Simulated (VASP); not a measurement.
# Cr (P6_3/mmc) in VASP: further runs, part 2 of 2

VASP 6.6.1. Earlier steps stand in the parts before.

### Step 4. Relaxation of cell and atoms, PBE

This run uses another cell than the first one, of 14.10 Å³/atom, 1.017 times its volume.

The input, INCAR:

```
ALGO = Fast
EDIFF = 1E-6
EDIFFG = -0.04
ENCUT = 600
GGA = PE
IBRION = 2
ISIF = 3
ISMEAR = 0
LASPH = T
LCHARG = F
LREAL = F
LWAVE = F
NELM = 100
NSW = 90
PREC = Accurate
SIGMA = 0.1
```

The input, KPOINTS:

```
k-points
0
Gamma
  6 6 2
```

The input, POSCAR:

```
Cr
1.0
    2.8812770771      0.0000000000      0.0000000000
   -1.4406385386      2.4952591441      0.0000000000
    0.0000000000      0.0000000000      7.8473806572
Cr
4
Direct
    0.0000000000      0.0000000000      0.2500000000
    0.0000000000      0.0000000000      0.7500000000
    0.3333333333      0.6666666667      0.7500000000
    0.6666666667      0.3333333333      0.2500000000
```

Potentials or basis: VASP PAW PBE potentials, release 64 (Cr_pv).

Started as:

```bash
$ cat potpaw_PBE.64/Cr_pv/POTCAR > POTCAR
$ mpirun -np 1 vasp_std > vasp.out
```

OUTCAR:

```text
EDIFF = 1E-6
   EDIFFG = -0.04
   ENCUT = 600
   GGA = PE
   IBRION = 2
   ISIF = 3
   ISMEAR = 0
   LASPH = T
   LREAL = F
   NELM = 100
   NSW = 90
   PREC = Accurate

 ion  position               nearest neighbor table
   1  0.000  0.000  0.250-   4 1.66   4 1.66   4 1.66
   2  0.000  0.000  0.750-   3 1.66   3 1.66   3 1.66
   3  0.333  0.667  0.750-   2 1.66   2 1.66   2 1.66
   4  0.667  0.333  0.250-   1 1.66   1 1.66   1 1.66

  LATTYP: Found a hexagonal cell.
 ALAT       =     2.8812770771
 C/A-ratio  =     2.7235772358

  Lattice vectors:

 A1 = (   2.8812770771,   0.0000000000,   0.0000000000)
 A2 = (  -1.4406385386,   2.4952591441,   0.0000000000)
 A3 = (   0.0000000000,   0.0000000000,   7.8473806572)

Analysis of symmetry for initial positions (statically):
=====================================================================
 Subroutine PRICEL returns:
 Original cell was already a primitive cell.

 Routine SETGRP: Setting up the symmetry group for a
 hexagonal supercell.

 Subroutine GETGRP returns: Found 24 space group operations
[... 170 lines left out ...]
  -------------------------------------------------------------------------------------
  Total       77.8139378     77.8139378     -6.3307944     -0.0000000      0.0000000     -0.0000000
  in kB     2209.7471202   2209.7471202   -179.7808353     -0.0000000      0.0000000     -0.0000000
  external PRESSURE =    1413.2378017 kB  Pullay stress =       0.0000000 kB
[... 467 lines left out ...]
     27       0.4320      0.00000
     28       0.4431      0.00000

------------------------ aborting loop EDIFF was not reached (unconverged)  ----------------------------

  FORCE on cell =-STRESS in cart. coord.  units (eV):
  Direction    XX          YY          ZZ          XY          YZ          ZX
  --------------------------------------------------------------------------------------
  -------------------------------------------------------------------------------------
  Total     -111.0195490   -111.0195490      1.6336304      0.0000000      0.0000000     -0.0000000
  in kB     -908.3490819   -908.3490819     13.3661745      0.0000000      0.0000000     -0.0000000
  external PRESSURE =    -601.1106631 kB  Pullay stress =       0.0000000 kB
[... 1383 lines left out ...]
     27      13.9186      0.00000
     28      13.9186      0.00000

[... ionic steps 4 to 17 ...]

--------------------------------------- Ionic step       18  -------------------------------------------

 number of electron      47.9999922 magnetization

------------------------ aborting loop because EDIFF is reached ----------------------------------------
[... 71 lines left out ...]
--------------------------------------- Ionic step       20  -------------------------------------------

 number of electron      47.9999940 magnetization

 Free energy of the ion-electron system (eV)
  ---------------------------------------------------
  ext. energy  EPLUGINS =         0.00000000
  ---------------------------------------------------
  free energy    TOTEN  =       -33.72308277 eV

  energy without entropy =      -33.70898276  energy(sigma->0) =      -33.71603277

 E-fermi :   8.3780     XC(G=0): -12.4184

 val. band max:        8.3719942343   @ k =   0.1667   0.1667   0.0000
 cond. band min:       8.3980865388   @ k =   0.3333   0.0000   0.0000
 fundamental gap:      0.0260923045
 Fermi energy:         8.3780463356
[... 463 lines left out ...]
  FREE ENERGIE OF THE ION-ELECTRON SYSTEM (eV)
  ---------------------------------------------------
  free  energy   TOTEN  =       -33.7230827684 eV

  energy  without entropy=      -33.7089827637  energy(sigma->0) =      -33.71603277

 reached required accuracy - stopping structural energy minimisation
```

It took 20 min on 1 thread of Intel Xeon Platinum 8259CL at 2.50GHz (Skylake/Cascade Lake), shared host; peak memory 0.2 GiB.

What came out:

```yaml
Free_energy: -33.7231 eV
Relaxed_volume: 13.84 Å³/atom
Relaxed_cell: a = 3.797 Å, b = 3.797 Å, c = 4.433 Å, α = 90.00°, β = 90.00°, γ = 120.00°
Space_group_after_relaxing_to_0.05_Å: P6_3/mmc (No. 194)
Energy_gained_by_relaxing: 4960.4 meV/atom
Ionic_steps: 20
Pressure_after_relaxing: 0.0 GPa
Band_gap_on_the_k_mesh: zero (band 24 reaches 8.42 eV, above the bottom of band 25 at 8.23 eV)
```

Step by step:
| step | energy change (eV) | largest force (eV/Å) | pressure (GPa) | volume (Å³) |
| --- | --- | --- | --- | --- |
| 1 | 0.0000 | 0.0000 | 141.32 | 56.42 |
| 2 | 16.3987 | 0.0000 | -60.11 | 195.82 |
| 3 | -11.0626 | 0.0000 | -18.91 | 113.54 |
| 4 | -12.8456 | 0.0000 | -17.48 | 103.70 |
| 5 | -13.5704 | 0.0000 | 5.99 | 78.47 |
| 6 | -13.9400 | 0.0000 | -10.34 | 89.72 |
| 7 | -13.9962 | 0.0000 | -7.62 | 86.96 |
| 8 | -13.9976 | 0.0000 | -6.93 | 86.29 |
| 9 | -15.2913 | 0.0000 | -9.47 | 77.45 |
| 10 | -17.5922 | 0.0000 | -9.48 | 65.47 |
| 11 | -14.8840 | 0.0000 | 105.06 | 40.95 |
| 12 | -14.6724 | 0.0000 | 8.31 | 60.18 |
| 13 | -18.6178 | 0.0000 | 22.58 | 50.62 |
| 14 | -19.5248 | 0.0000 | 12.01 | 52.43 |
| 15 | -19.5383 | 0.0000 | 15.61 | 51.59 |
| 16 | -19.4688 | 0.0000 | 9.05 | 52.96 |
| 17 | -19.7370 | 0.0000 | 11.30 | 52.24 |
| 18 | -19.7423 | 0.0000 | 10.44 | 52.39 |
| 19 | -19.8370 | 0.0000 | -1.91 | 56.03 |
| 20 | -19.8415 | 0.0000 | 0.02 | 55.35 |

Final structure:
```yaml
crystal:
  lattice:
    - [3.79695, 0.00000, 0.00000]
    - [-1.89847, 3.28825, 0.00000]
    - [0.00000, 0.00000, 4.43296]
  atoms:
    - { symbol: Cr, position: [0.00000, 0.00000, 0.25000] }
    - { symbol: Cr, position: [0.00000, 0.00000, 0.75000] }
    - { symbol: Cr, position: [0.33333, 0.66667, 0.75000] }
    - { symbol: Cr, position: [0.66667, 0.33333, 0.25000] }
```

Caveat: the k points lie up to 0.71 Å⁻¹ apart in the final cell; the run has no spin polarisation, though such a crystal can be magnetic.

### Step 5. Relaxation of cell and atoms, PBE

The input, INCAR:

```
ALGO     = Normal         # electronic algorithm
EDIFF    = 1E-6           # SCF threshold, eV
EDIFFG   = -0.04          # ionic threshold
ENCUT    = 600            # plane-wave cutoff, eV
GGA      = PE             # functional
IBRION   = 2              # ionic algorithm
ISIF     = 3              # what is computed and relaxed
ISMEAR   = 0              # smearing method
LASPH    = T              # aspherical terms in the spheres
LCHARG   = F              # write CHGCAR
LREAL    = F              # projectors in reciprocal space
LWAVE    = F              # write WAVECAR
NELM     = 100            # most SCF steps
NSW      = 90             # ionic steps
PREC     = Accurate       # precision mode
SIGMA    = 0.1            # smearing width, eV
```

The input, KPOINTS:

```
k-points
0
Gamma
  6 6 4
```

The input, POSCAR:

```
Cr
1.0
    3.8034697405      0.0000000000      0.0000000000
   -1.9017348703      3.2939014178      0.0000000000
    0.0000000000      0.0000000000      4.4275574967
Cr
4
Direct
    0.0000000000      0.0000000000      0.2500000000
    0.0000000000      0.0000000000      0.7500000000
    0.3333333333      0.6666666667      0.7500000000
    0.6666666667      0.3333333333      0.2500000000
```

Started as:

```bash
$ cat potpaw_PBE.64/Cr_pv/POTCAR > POTCAR
$ mpirun -np 1 vasp_std > vasp.out
```

Run time: 85 s. Hardware: 1 thread of Intel Xeon Platinum 8259CL at 2.50GHz (Skylake/Cascade Lake), shared host; peak memory 0.19 GiB.

It converged, with:

| Item | Value |
| --- | --- |
| Free energy | -33.8770 eV |
| Relaxed volume | 13.83 Å³/atom |
| Relaxed cell | a = 3.817 Å, b = 3.817 Å, c = 4.385 Å, α = 90.00°, β = 90.00°, γ = 120.00° |
| Space group after relaxing (to 0.05 Å) | P6_3/mmc (No. 194) |
| Energy gained by relaxing | 1.2 meV/atom |
| Ionic steps | 2 |
| Pressure after relaxing | 0.1 GPa |
| Band gap on the k mesh | zero (band 24 reaches 8.39 eV, above the bottom of band 25 at 7.90 eV) |

Stress tensor (GPa, compression positive):
```
0.15 0.00 0.00
0.00 0.15 0.00
0.00 0.00 0.07
```

Step by step:
```csv
step,energy change (eV),largest force (eV/Å),pressure (GPa),volume (Å³)
1,0.0000,0.0000,-0.21,55.47
2,-0.0050,0.0000,0.12,55.32
```

Final structure:
```cif
data_structure
_symmetry_space_group_name_H-M 'P 1'
_symmetry_Int_Tables_number 1
_cell_length_a 3.8170
_cell_length_b 3.8170
_cell_length_c 4.3847
_cell_angle_alpha 90.000
_cell_angle_beta 90.000
_cell_angle_gamma 120.000
_cell_volume 55.32
loop_
_atom_site_label
_atom_site_type_symbol
_atom_site_fract_x
_atom_site_fract_y
_atom_site_fract_z
_atom_site_occupancy
Cr1 Cr 0.00000 0.00000 0.25000 1
Cr2 Cr 0.00000 0.00000 0.75000 1
Cr3 Cr 0.33333 0.66667 0.75000 1
Cr4 Cr 0.66667 0.33333 0.25000 1
```

Levels at points of the mesh, in eV from the Fermi level:
```csv
k point,band 20,band 21,band 22,band 23,band 24,band 25,band 26,band 27,band 28
"(0.00, 0.00, 0.00)",-0.62,-0.62,-0.58,-0.58,0.13,0.13,0.64,0.64,0.84
"(0.50, 0.00, 0.00)",-1.39,-1.15,-1.09,-0.59,-0.36,0.69,1.18,1.37,2.41
"(0.00, 0.00, 0.50)",-1.12,-0.29,-0.29,-0.29,-0.29,0.54,0.54,0.54,0.54
"(0.50, 0.00, 0.50)",-1.41,-1.28,-1.28,-0.73,-0.73,0.45,0.45,1.95,1.95
```

Caveat: the run has no spin polarisation, though such a crystal can be magnetic.

### Step 6. Single point, PBE

The input, INCAR:

```
PREC = Accurate ; ENCUT = 520
EDIFF = 1E-6 ; ISMEAR = 0
SIGMA = 0.1 ; LREAL = F
LASPH = T ; NELM = 100
ALGO = Fast ; ISIF = 2
LWAVE = F ; LCHARG = F
GGA = PE ; NBANDS = 32
```

The input, KPOINTS:

```
regular mesh
0
Gamma
  12 12 10
```

The input, POSCAR:

```
Cr
1.0
    3.8279718897      0.0000000000      0.0000000000
   -1.9139859448      3.3151209014      0.0000000000
    0.0000000000      0.0000000000      4.3628979968
Cr
4
Direct
    0.0000000000      0.0000000000      0.2500000000
    0.0000000000      0.0000000000      0.7500000000
    0.3333333333      0.6666666667      0.7500000000
    0.6666666667      0.3333333333      0.2500000000
```

Potentials or basis: VASP PAW PBE potentials, release 64 (Cr_pv).

Started as:

```bash
$ cat potpaw_PBE.64/Cr_pv/POTCAR > POTCAR
$ mpirun -np 1 vasp_std > vasp.out
```

Wall time 4.1 min (1 thread of Intel Xeon Platinum 8259CL at 2.50GHz (Skylake/Cascade Lake), shared host); peak memory 0.26 GiB.

Results (log left out):

```yaml
Free_energy: -33.8696 eV
Pressure: 0.3 GPa
Band_gap_on_the_k_mesh: zero (band 24 reaches 8.41 eV, above the bottom of band 25 at 7.92 eV)
```

Stress tensor (GPa, compression positive):
```
0.37 0.00 0.00
0.00 0.37 0.00
0.00 0.00 0.04
```

Levels at points of the mesh, in eV from the Fermi level:
```
           k point  band 20  band 21  band 22  band 23  band 24  band 25  band 26  band 27  band 28  band 29
(0.00, 0.00, 0.00)    -0.61    -0.61    -0.57    -0.57     0.15     0.15     0.68     0.68     0.72     0.92
(0.50, 0.00, 0.00)    -1.37    -1.11    -1.07    -0.60    -0.33     0.73     1.18     1.34     2.43     2.48
(0.00, 0.00, 0.50)    -1.07    -0.28    -0.28    -0.28    -0.28     0.58     0.58     0.58     0.58     1.34
(0.50, 0.00, 0.50)    -1.38    -1.28    -1.28    -0.70    -0.70     0.46     0.46     1.94     1.94     1.96
```

Caveat: the run has no spin polarisation, though such a crystal can be magnetic. Spin polarisation is off, so any magnetic state and its effect on volume and gap are missing.

### Step 7. Summary

```csv
task,cell,k mesh,cutoff (eV),gap on the mesh (eV),pressure (GPa),relaxed volume (Å³/atom)
single point,"a = 3.803, b = 3.803, c = 4.428 Å, angles 90.0, 90.0, 120.0°, 4 atoms",6 × 6 × 2,520,none,0.2,-
single point,"a = 3.817, b = 3.817, c = 4.385 Å, angles 90.0, 90.0, 120.0°, 4 atoms",6 × 6 × 4,520,none,0.1,-
relaxation of cell and atoms,"relaxed from a = 2.881, b = 2.881, c = 7.847 Å, angles 90.0, 90.0, 120.0°, 4 atoms",6 × 6 × 2,600,none,0.0,13.84
relaxation of cell and atoms,"relaxed from a = 3.803, b = 3.803, c = 4.428 Å, angles 90.0, 90.0, 120.0°, 4 atoms",6 × 6 × 4,600,none,0.1,13.83
single point,"a = 3.828, b = 3.828, c = 4.363 Å, angles 90.0, 90.0, 120.0°, 4 atoms",12 × 12 × 10,520,none,0.3,-
```

Alike in all rows: level PBE; potentials or basis VASP PAW PBE potentials, release 64 (Cr_pv); no spin polarisation; smearing gaussian 0.1 eV.

Caveats: some runs use coarse meshes; the run has no spin polarisation, though such a crystal can be magnetic.

Absolute energies hang on the potentials; compare differences alone.
